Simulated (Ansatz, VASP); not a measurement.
One calculation of HfN, two programs

```
Hf N
1.0
     0.00000    2.45482    2.45482
     2.45482    0.00000    2.45482
     2.45482    2.45482    0.00000
Hf N
1 1
Direct
  0.00716 0.99805 0.00590
  0.75038 0.75489 0.74931
```

Alike in both runs: task single point; functional r2SCAN; dispersion D4; k mesh 7 × 7 × 7; no spin polarisation.

|  | VASP | Ansatz |
| --- | --- | --- |
| version | VASP 6.6.1 | Ansatz 0.2.0 |
| potentials or method | VASP PAW PBE potentials, release 64 (Hf_pv, N), cutoff 520 eV | plane waves, PAW |
| occupations | methfessel-paxton of order 1, width 0.1 eV | cold |
| valence electrons in the cell | 15 | 31 |

Ansatz gave:

- pressure (GPa): -3.2
- traceless stress, the component that is largest in VASP (GPa): -1.91
- rms of the force components (eV/Å): 0.234

Question: What did VASP give for the same quantities?

Answer: Pressure (GPa): -4.6; traceless stress, the component that is largest in VASP (GPa): -1.91; rms of the force components (eV/Å): 0.238.

VASP's potentials were made for PBE, not for r2SCAN. Atom by atom the forces differ by 0.005 eV/Å (rms over components). VASP's potentials hold 15 valence electrons a cell and Ansatz's 31, so a difference there can come from the potentials and not from the codes. Ansatz's warnings: stress scf threshold loose.

Spin-orbit coupling is off throughout.
